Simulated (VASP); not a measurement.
A run of VASP 6.6.1 is set up as follows.

File INCAR:

```
SYSTEM = Hg
PREC     = Accurate       ! precision mode
ENCUT    = 500            ! plane-wave cutoff, eV
EDIFF    = 1E-6           ! SCF threshold, eV
ISMEAR   = -1             ! smearing method
SIGMA    = 0.1            ! smearing width, eV
LREAL    = .False.        ! projectors in reciprocal space
LASPH    = .True.         ! aspherical terms in the spheres
NELM     = 120            ! most SCF steps
ALGO     = Normal         ! electronic algorithm
ISIF     = 2              ! what is computed and relaxed
LWAVE    = .False.        ! write WAVECAR
LCHARG   = .False.        ! write CHGCAR
GGA      = PS             ! functional
NBANDS   = 19             ! bands
GGA_COMPAT= .False.
```

KPOINTS

```
regular mesh
0
Gamma
  7 7 7
  0 0 0
```

File POSCAR:

```
Hg
1.0
    0.0000000000      3.3125088942      3.3125088942
    3.3125088942      0.0000000000      3.3125088942
    3.3125088942      3.3125088942      0.0000000000
Hg
2
Direct
    1.0000000000      1.0000000000      1.0000000000
    0.2500000000      0.2500000000      0.2500000000
```

Potentials or basis: VASP PAW PBE potentials, release 64 (Hg).

The run is started by

```console
$ cat potpaw_PBE.64/Hg/POTCAR > POTCAR
$ mpirun -np 1 vasp_std > vasp.out
```

Q: Predict the pressure.

A: 0.3 GPa.

Q: What does it give for the band gap on the k mesh?

A: Zero (bands 12 and 13 overlap by 3.07 eV).

Caveat: the PAW data sets were made with another functional, which shifts forces and pressure a little; spin-orbit coupling is left out, which moves the levels of the heavy elements.
